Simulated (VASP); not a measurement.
# HfN (rocksalt type) (Fm-3m) in VASP: a series of runs, part 2 of 2

VASP 6.6.1.

### 5 Relaxation of cell and atoms, PBE, target pressure 200 GPa, at which the enthalpy is minimised

INCAR reads:

```
PREC = Accurate
ENCUT = 600
EDIFF = 1E-6
ISMEAR = -1
SIGMA = 0.08
LREAL = F
LASPH = T
NELM = 80
ALGO = Normal
ISIF = 3
LWAVE = F
LCHARG = F
GGA = PE
IBRION = 2
NSW = 32
EDIFFG = -0.005
PSTRESS = 2000.0
```

KPOINTS reads:

```
Automatic mesh
0
Gamma
  17 17 17
```

POSCAR reads:

```
HfN
1.0
    0.0000000000      2.0183701469      2.0183701469
    2.0183701469      0.0000000000      2.0183701469
    2.0183701469      2.0183701469      0.0000000000
Hf N
1 1
Direct
    0.0000000000      0.0000000000      0.0000000000
    0.5000000000      0.5000000000      0.5000000000
```

Potentials or basis: VASP PAW PBE potentials, release 64 (Hf_pv, N).

Command:

```bash
cat potpaw_PBE.64/Hf_pv/POTCAR potpaw_PBE.64/N/POTCAR > POTCAR
mpirun -np 1 vasp_std > vasp.out
```

OUTCAR:

```text
PREC = Accurate
   ENCUT = 600
   EDIFF = 1E-6
   ISMEAR = -1
   LREAL = F
   LASPH = T
   NELM = 80
   ISIF = 3
   GGA = PE
   IBRION = 2
   NSW = 32
   EDIFFG = -0.005
   PSTRESS = 2000.0

 ion  position               nearest neighbor table
   1  0.000  0.000  0.000-   2 2.02   2 2.02   2 2.02   2 2.02   2 2.02   2 2.02
   2  0.500  0.500  0.500-   1 2.02   1 2.02   1 2.02   1 2.02   1 2.02   1 2.02

  LATTYP: Found a face centered cubic cell.
 ALAT       =     4.0367402938

  Lattice vectors:

 A1 = (   0.0000000000,   2.0183701469,   2.0183701469)
 A2 = (   2.0183701469,   0.0000000000,   2.0183701469)
 A3 = (   2.0183701469,   2.0183701469,   0.0000000000)

Analysis of symmetry for initial positions (statically):
=====================================================================
 Subroutine PRICEL returns:
 Original cell was already a primitive cell.

 Routine SETGRP: Setting up the symmetry group for a
 face centered cubic supercell.

 Subroutine GETGRP returns: Found 48 space group operations
[... 9 lines left out ...]

 Routine SETGRP: Setting up the symmetry group for a
 face centered cubic supercell.

 Subroutine GETGRP returns: Found 48 space group operations
[... 11 lines left out ...]
                                     Primitive cell

  volume of cell :      16.4449

  direct lattice vectors                    reciprocal lattice vectors
     0.000000000  2.018370147  2.018370147    -0.247724631  0.247724631  0.247724631
     2.018370147  0.000000000  2.018370147     0.247724631 -0.247724631  0.247724631
     2.018370147  2.018370147  0.000000000     0.247724631  0.247724631 -0.247724631

  length of vectors
     2.854406436  2.854406436  2.854406436     0.429071647  0.429071647  0.429071647

  position of ions in fractional coordinates (direct lattice)
     0.000000000  0.000000000  0.000000000
     0.500000000  0.500000000  0.500000000

  ion indices of the primitive-cell ions
   primitive index   ion index
                 1           1
                 2           2

----------------------------------------------------------------------------------------

 KPOINTS: Automatic mesh

Automatic generation of k-mesh.
 Grid dimensions read from file:
 generate k-points for:   17   17   17

 Generating k-lattice:

  Cartesian coordinates                     Fractional coordinates (reciprocal lattice)
    -0.014572037  0.014572037  0.014572037     0.058823529  0.000000000  0.000000000
     0.014572037 -0.014572037  0.014572037     0.000000000  0.058823529  0.000000000
     0.014572037  0.014572037 -0.014572037     0.000000000  0.000000000  0.058823529

  Length of vectors
     0.025239509  0.025239509  0.025239509

  Shift w.r.t. Gamma in fractional coordinates (k-lattice)
     0.000000000  0.000000000  0.000000000

 Subroutine IBZKPT returns following result:
 ===========================================

 Found    165 irreducible k-points:

 Following reciprocal coordinates:
            Coordinates               Weight
  0.000000  0.000000  0.000000      1.000000
  0.058824  0.000000  0.000000      8.000000
  0.117647  0.000000  0.000000      8.000000
  0.176471  0.000000  0.000000      8.000000
  0.235294  0.000000  0.000000      8.000000
  0.294118  0.000000  0.000000      8.000000
[... 16 lines left out ...]
 -0.176471  0.058824  0.000000     24.000000
 -0.117647  0.058824  0.000000     24.000000
 [... further k-points ...]
   k-points           NKPTS =    165   k-points in BZ     NKDIM =    165   number of bands    NBANDS=     11
   number of dos      NEDOS =    301   number of ions     NIONS =      2
   total plane-waves  NPLWV =  13824
   dimension x,y,z NGX =    24 NGY =   24 NGZ =   24
   dimension x,y,z NGXF=    48 NGYF=   48 NGZF=   48
   ions per type =               1   1
   NGX,Y,Z   is equivalent  to a cutoff of  13.98, 13.98, 13.98 a.u.
   NGXF,Y,Z  is equivalent  to a cutoff of  27.96, 27.96, 27.96 a.u.
 SYSTEM =  unknown system
   PREC   = accura    normal or accurate (medium, high low for compatibility)
   ISTART =      0    job   : 0-new  1-cont  2-samecut
   ICHARG =      2    charge: 1-file 2-atom 10-const
   ISPIN  =      1    spin polarized calculation?
   LNONCOLLINEAR =      F non collinear calculations
   LSORBIT =      F    spin-orbit coupling
   LASPH  =      T    aspherical Exc in radial PAW
   ENCUT  =  600.0 eV  44.10 Ry    6.64 a.u.   5.70  5.70  5.70*2*pi/ulx,y,z
   NELM   =     80;   NELMIN=  2; NELMDL= -5     # of ELM steps
   EDIFF  = 0.1E-05   stopping-criterion for ELM
   LREAL  =      F    real-space projection
   EDIFFG = -.5E-02   stopping-criterion for IOM
   NSW    =     32    number of steps for IOM
   IBRION =      2    ionic relax: 0-MD 1-quasi-New 2-CG
   NFREE  =      1    steps in history (QN), initial steepest desc. (CG)
   ISIF   =      3    stress and relaxation
   ISYM   =      2    0-nonsym 1-usesym 2-fastsym
   POTIM  = 0.5000    time-step for ionic-motion
   TEBEG  =    0.0;   TEEND  =   0.0 temperature during run
   PSTRESS= 2000.0 pullay stress
   NELECT =      15.0000    total number of electrons
   NUPDOWN=      -1.0000    fix difference up-down
   EMIN   =  10.00;   EMAX   =-10.00  energy-range for DOS
   EFERMI =   0.00;   METHOD = LEGACY
   ISMEAR =    -1;   SIGMA  =   0.08  broadening in eV -4-tet -1-fermi 0-gaus
   EFERMI_NEDOS =   21; number of points for ismear=-14 and -15
   IALGO  =     38    algorithm
   IMIX   =      4    mixing-type and parameters
     AMIX     =   0.40;   BMIX     =  1.00
     AMIX_MAG =   1.60;   BMIX_MAG =  1.00
  volume/ion in A,a.u.               =       8.22        55.49
  Fermi-wavevector in a.u.,A,eV,Ry     =   1.587673  3.000267 34.296288  2.520706
  Thomas-Fermi vector in A             =   2.686794
   LORBIT       =      0    0 simple, 1 ext, 2 COOP (PROOUT), +10 PAW based schemes
   GGA     = PE    functional components
   LHFCALC =     F    Hartree Fock is set to
   AEXX    =    0.0000 exact exchange contribution
   IVDW    =     0    specifies the selected vdW correction
   LEPSILON=     F    determine dielectric tensor
   LRPA    =     F    only Hartree local field effects (RPA)
 conjugate gradient relaxation of ions
 non-spin polarized calculation
  energy-cutoff  :      600.00
  volume of cell :       16.44
 maximum number of plane-waves:       562
   NGX = 11   NGY = 11   NGZ = 11

--------------------------------------- Ionic step        1  -------------------------------------------

 number of electron      15.0000000 magnetization

 Free energy of the ion-electron system (eV)
  ---------------------------------------------------
  ext. energy  EPLUGINS =         0.00000000
  ---------------------------------------------------
  free energy    TOTEN  =       -18.61393762 eV

  energy without entropy =      -18.60477068  energy(sigma->0) =      -18.60935415

------------------------ aborting loop because EDIFF is reached ----------------------------------------

  FORCE on cell =-STRESS in cart. coord.  units (eV):
  Direction    XX          YY          ZZ          XY          YZ          ZX
  --------------------------------------------------------------------------------------
  -------------------------------------------------------------------------------------
  Total       20.4798057     20.4798057     20.4798057      0.0000000      0.0000000     -0.0000000
  in kB     1995.2805859   1995.2805859   1995.2805859      0.0000000      0.0000000     -0.0000000
  external PRESSURE =      -4.7194141 kB  Pullay stress =    2000.0000000 kB
[... 99 lines left out ...]
  enthalpy is  TOTEN    =         1.9142943109 eV   P V=       20.5182457482

--------------------------------------- Ionic step        4  -------------------------------------------

 number of electron      15.0000000 magnetization

 Free energy of the ion-electron system (eV)
  ---------------------------------------------------
  ext. energy  EPLUGINS =         0.00000000
  ---------------------------------------------------
  free energy    TOTEN  =       -18.60190147 eV

  energy without entropy =      -18.59274168  energy(sigma->0) =      -18.59732157

 E-fermi :  11.6778     XC(G=0): -14.6087

 val. band max:       11.6721311837   @ k =  -0.1765   0.2941   0.1176
 cond. band min:      11.7140506193   @ k =  -0.3529   0.3529   0.0588
 fundamental gap:      0.0419194356
 Fermi energy:        11.6778447196

 k-point     1 :       0.0000    0.0000    0.0000
  band No.  band energies     occupation
      1     -18.0664      2.00000
      2     -18.0664      2.00000
      3     -18.0664      2.00000
      4      -7.6976      2.00000
      5       8.3836      2.00000
      6       8.3836      2.00000
      7       8.3836      2.00000
      8      11.0109      1.99952
      9      11.0109      1.99952
     10      11.0109      1.99952
     11      14.5366      0.00000
[... 309 lines left out ...]
 k-point    24 :      -0.1176    0.0588    0.0000
  band No.  band energies     occupation
      1     -18.7842      2.00000
      2     -18.1981      2.00000
      3     -18.0722      2.00000
      4      -6.6594      2.00000
      5       6.1454      2.00000
      6       6.5105      2.00000
      7       7.2770      2.00000
      8      11.5787      1.55102
      9      11.6086      1.40739
     10      12.6883      0.00001
     11      15.9122      0.00000

 [... further k-points ...]
[... 5 lines left out ...]
  --------------------------------------------------------------------------------------
  -------------------------------------------------------------------------------------
  Total       20.5233639     20.5233639     20.5233639      0.0000000      0.0000000     -0.0000000
  in kB     2000.6985470   2000.6985470   2000.6985470      0.0000000      0.0000000     -0.0000000
  external PRESSURE =       0.6985470 kB  Pullay stress =    2000.0000000 kB
[... 17 lines left out ...]
  FREE ENERGIE OF THE ION-ELECTRON SYSTEM (eV)
  ---------------------------------------------------
  free  energy   TOTEN  =       -18.6019014668 eV

  energy  without entropy=      -18.5927416772  energy(sigma->0) =      -18.59732157

  enthalpy is  TOTEN    =         1.9142966349 eV   P V=       20.5161981017

 reached required accuracy - stopping structural energy minimisation
```

CONTCAR:

```text
HfN
   1.00000000000000
     0.0000000000000000    2.0179752015764327    2.0179752015764327
     2.0179752015764327    0.0000000000000000    2.0179752015764327
     2.0179752015764327    2.0179752015764327   -0.0000000000000000
  Hf              N
     1     1
Direct
     0.0000000000000000    1.0000000000000000    1.0000000000000000
     0.5000000000000000    0.5000000000000000    0.5000000000000000

  0.00000000E+00  0.00000000E+00  0.00000000E+00
  0.00000000E+00  0.00000000E+00  0.00000000E+00
```

Wall time 54 s (1 thread of Intel Xeon 6975P-C, shared host); peak memory 0.18 GiB.

What came out:

| Property | Result |
| --- | --- |
| Free energy | -18.6019 eV |
| Relaxed volume | 8.22 Å³/atom |
| Relaxed cell | a = 2.854 Å, b = 2.854 Å, c = 2.854 Å, α = 60.00°, β = 60.00°, γ = 60.00° |
| Space group after relaxing (to 0.05 Å) | Fm-3m (No. 225) |
| Energy change on relaxing (the enthalpy is what falls) | +6.0 meV/atom |
| Ionic steps | 4 |
| Pressure after relaxing | 200.1 GPa |

The path:
| step | energy change (eV) | largest force (eV/Å) | pressure (GPa) | volume (Å³) |
| --- | --- | --- | --- | --- |
| 1 | 0.0000 | 0.0000 | 199.53 | 16.44 |
| 2 | 0.0723 | 0.0000 | 203.04 | 16.39 |
| 3 | 0.0100 | 0.0000 | 199.90 | 16.44 |
| 4 | 0.0120 | 0.0000 | 200.07 | 16.44 |

Final structure:
```yaml
crystal:
  lattice:
    - [0.00000, 2.01798, 2.01798]
    - [2.01798, 0.00000, 2.01798]
    - [2.01798, 2.01798, 0.00000]
  atoms:
    - { symbol: Hf, position: [0.00000, 0.00000, 0.00000] }
    - { symbol: N, position: [0.50000, 0.50000, 0.50000] }
```

Caveat: the cell is relaxed towards a set pressure, so the enthalpy falls and the energy may rise; spin-orbit coupling is left out, which moves the levels of the heavy elements.

### 6 Summary

```tsv
task	cell	cutoff (eV)	gap on the mesh (eV)	pressure (GPa)
single point	a = 2.854 Å, angles 60.0°, 2 atoms	520	none	199.6
single point	a = 2.855 Å, angles 60.0°, 2 atoms	520	none	199.2
relaxation of cell and atoms	relaxed to 200 GPa from a = 2.855 Å, angles 60.0°, 2 atoms	600	none	200.0
relaxation of cell and atoms	relaxed to 200 GPa from a = 2.854 Å, angles 60.0°, 2 atoms	600	none	200.1
```

Alike in all rows: level PBE; potentials or basis VASP PAW PBE potentials, release 64 (Hf_pv, N); no spin polarisation; k mesh 17 × 17 × 17; smearing fermi-dirac 0.08 eV.

Caveats: spin-orbit coupling is left out, which moves the levels of the heavy elements; the cell is relaxed towards a set pressure, so the enthalpy falls and the energy may rise (some runs).

Absolute energies hang on the potentials; compare differences alone.
